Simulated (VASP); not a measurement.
Set up this calculation in VASP 6.6.1, as the native input.

- Task: single point
- Functional: PBE
- Potentials or basis: VASP PAW PBE potentials, release 64 (Zn, O)
- Cutoff: 520 eV
- k mesh: 12 × 12 × 4
- Occupations: gaussian, width 0.1 eV
- Spin: no spin polarisation
- Dipole correction: no
- Further INCAR settings: ALGO = Normal; EDIFF = 1e-07; NBANDS = 35

The structure of Zn4O lies in POSCAR:

```
Zn4O
1.0
    3.0008872045      0.0000000000      0.0000000000
   -1.5004436023      2.5988445530      0.0000000000
    0.0000000000      0.0000000000      8.9941704987
Zn O
4 1
Direct
    0.6666666667      0.3333333333      0.0192603610
    0.0000000000      0.0000000000      0.6980528344
    0.3333333333      0.6666666667      0.4634447466
    0.0000000000      0.0000000000      0.2370578611
    0.6666666667      0.3333333333      0.8067028569
```

This cell differs from its parent crystal: volume scaled by 0.97, then relaxed in part.

One way to write it, as run:

INCAR

```
PREC     = Accurate       # precision mode
ENCUT    = 520            # plane-wave cutoff, eV
EDIFF    = 1E-7           # SCF threshold, eV
ISMEAR   = 0              # smearing method
SIGMA    = 0.1            # smearing width, eV
LREAL    = F              # projectors in reciprocal space
LASPH    = T              # aspherical terms in the spheres
NELM     = 80             # most SCF steps
ALGO     = Normal         # electronic algorithm
ISIF     = 2              # what is computed and relaxed
LWAVE    = F              # write WAVECAR
LCHARG   = F              # write CHGCAR
GGA      = PE             # functional
NBANDS   = 35             # bands
```

KPOINTS

```
regular mesh
0
Gamma
  12 12 4
```

Potentials or basis: VASP PAW PBE potentials, release 64 (Zn, O).

Launch:

```bash
$ cat potpaw_PBE.64/Zn/POTCAR potpaw_PBE.64/O/POTCAR > POTCAR
$ mpirun -np 1 vasp_std > vasp.out
```

Results of the run:

```json
{"Pressure": "2.8 GPa", "Largest force": "0.073 eV/Å", "Band gap on the k mesh": "zero (band 27 reaches 3.39 eV, above the bottom of band 28 at 2.33 eV)"}
```

Run time: 73 s on 1 thread of Intel(R) Xeon(R) 6975P-C (Granite Rapids), on a shared host, peak memory 0.27 GiB.
